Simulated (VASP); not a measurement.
**CdS: elastic constants with PBEsol+D4**

Crystal: CdS.

```xyz
4
Lattice="4.1500 0.0000 0.0000 -2.0750 3.5940 0.0000 0.0000 0.0000 6.7370" Properties=species:S:1:pos:R:3 pbc="T T T"
Cd    2.0750    1.1980    3.3685
Cd    0.0000    2.3960    0.0000
S     2.0750    1.1980    5.8949
S     0.0000    2.3960    2.5264
```

```json
{"Program": "VASP 6.6.1", "Task": "elastic constants", "Functional": "PBEsol", "Dispersion": "D4", "Potentials or basis": "VASP PAW PBE potentials, release 64 (Cd, S)", "Cutoff": "500 eV", "k mesh": "7 × 7 × 4", "Occupations": "fermi-dirac, width 0.01 eV", "Spin": "no spin polarisation", "Dipole correction": "no", "Ions in elastic constants": "relaxed", "Further INCAR settings": "ALGO = Normal; EDIFF = 1e-08; IBRION = 6; POTIM = 0.015; NSW = 1; ISIF = 3"}
```

The voigt bulk modulus is 58 GPa and the highest phonon frequency at Γ, LO-TO splitting left out is 297 cm⁻¹. The dispersion energy per atom is -0.183 eV.

Phonon frequencies in cm⁻¹ (negative: imaginary):
| q point | frequencies |
| --- | --- |
| (0.000, 0.000, 0.000) | 0 0 0 39 39 133 229 229 232 242 242 297 |

Elastic tensor in Voigt notation (GPa, in the Cartesian axes of the cell as first typed):
```
83 49 42  0  0  0
49 83 42  0  0  0
42 42 94  0  0  0
 0  0  0 15  0  0
 0  0  0  0 15  0
 0  0  0  0  0 17
```

Clamped-ion elastic tensor (GPa):
```
112  35  24   0   0   0
 35 112  24   0   0   0
 24  24 132   0   0   0
  0   0   0  24   0   0
  0   0   0   0  24   0
  0   0   0   0   0  38
```

Run time: 21 min on 1 thread of Intel(R) Xeon(R) Platinum 8375C CPU @ 2.90GHz (Ice Lake), on a shared host, peak memory 0.42 GiB.

Caveat: the cell is under stress, which shifts elastic constants; the PAW data sets were made with another functional, which shifts forces and pressure a little.
